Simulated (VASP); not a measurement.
## SrCl2: single point with PBE

The system is SrCl2.

```
Sr Cl
1.0
     0.00000    3.51874    3.40754
     3.51874    0.00000    3.40754
     3.51874    3.51874    0.00000
Sr Cl
1 2
Direct
  0.00000 0.00000 0.00000
  0.25000 0.25000 0.25000
  0.75000 0.75000 0.75000
```

This cell differs from its parent crystal: volume 28.127 Å^3 an atom, c/a of the conventional cell 0.9684.

* Program: VASP 6.6.1
* Task: single point
* Functional: PBE
* Potentials or basis: VASP PAW PBE potentials, release 64 (Sr_sv, Cl)
* Cutoff: 520 eV
* k mesh: 6 × 6 × 6
* Occupations: gaussian, width 0.05 eV
* Spin: no spin polarisation
* Dipole correction: no
* Further INCAR settings: ALGO = Normal; EDIFF = 1e-07; NBANDS = 19

```yaml
Pressure: 1.3 GPa
Band_gap_on_the_k_mesh: 5.19 eV, indirect (least direct gap 5.36 eV)
```

Stress tensor (GPa, compression positive):
```
0.76 0.00 0.00
0.00 0.76 0.00
0.00 0.00 2.45
```

Levels at points of the mesh, in eV from the valence-band top:
| k point | band 10 | band 11 | band 12 | band 13 | band 14 | band 15 |
| --- | --- | --- | --- | --- | --- | --- |
| (0.00, 0.00, 0.00) | -0.56 | -0.56 | -0.31 | 5.19 | 5.85 | 6.09 |
| (0.50, 0.00, 0.00) | -1.47 | -1.20 | -1.18 | 6.55 | 6.60 | 7.37 |
| (0.50, 0.50, 0.00) | -0.59 | -0.59 | 0.00 | 5.36 | 7.07 | 7.47 |
| (0.50, 0.00, 0.50) | -0.66 | -0.37 | -0.20 | 5.36 | 6.84 | 7.48 |

It took 72 s on 1 thread of Intel Xeon 8259CL (shared host), peak memory 0.24 GiB.

 A k mesh can miss the band edges.
